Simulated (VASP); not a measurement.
Runs of VASP 6.6.1 on CuO. The structure is that of space group Fm-3m (No. 225), or close to it. The cells are those of the table. 

```csv
level,potentials or basis,U,cell,k mesh,cutoff (eV),smearing,second run,gap on the mesh (eV),pressure (GPa),moment (μB)
PBE,"VASP PAW PBE potentials, release 64 (Cu, O)",-,"a = 2.993 Å, angles 60.0°, 2 atoms",6 × 6 × 6,520,gaussian 0.1 eV,-,none,2.5,0.65
BLYP+U,"VASP PAW PBE potentials, release 64 (Cu_sv_GW, O)",Cu d U = 2.0 eV,"a = 2.993 Å, angles 60.0°, 2 atoms",4 × 4 × 3,700,gaussian 0.1 eV,valence_matched,none,5.4,0.00
LDA,"VASP PAW LDA potentials, release 64 (Cu, O)",-,"a = 2.993 Å, angles 60.0°, 2 atoms",6 × 6 × 6,520,methfessel-paxton 0.052 eV,-,none,(b),(a)
r2SCAN,"VASP PAW PBE potentials, release 64 (Cu, O)",-,"a = 2.993 Å, angles 60.0°, 2 atoms","4 × 4 × 4, shifted",520,methfessel-paxton 0.1 eV,-,none,-5.6,0.25
PBE,"VASP PAW PBE potentials, release 64 (Cu, O)",-,"a = 3.136 Å, angles 60.0°, 2 atoms",6 × 6 × 6,520,gaussian 0.1 eV,-,none,-16.4,(c)
BLYP+U,"VASP PAW PBE potentials, release 64 (Cu, O)",Cu d U = 2.0 eV,"a = 2.993 Å, angles 60.0°, 2 atoms",4 × 4 × 3,520,gaussian 0.1 eV,-,none,7.5,0.00
```

Alike in all rows: task single point; spin collinear, ferromagnetic start.

Task: Fill in the values left out.

Result: (a) 0.34; (b) -14.0; (c) 0.68.

Caveats: all runs use coarse meshes; semilocal functionals often make such compounds metallic where correlation or magnetic order opens a gap, which also shifts bond lengths (some runs); the PAW data sets were made with another functional, which shifts forces and pressure a little (some runs); a cell with one magnetic atom can't hold antiferromagnetic order, which such compounds often take (some runs).

A gap of «none» marks levels without a gap at the run's occupations.

The runs don't all hold the same shells in valence.
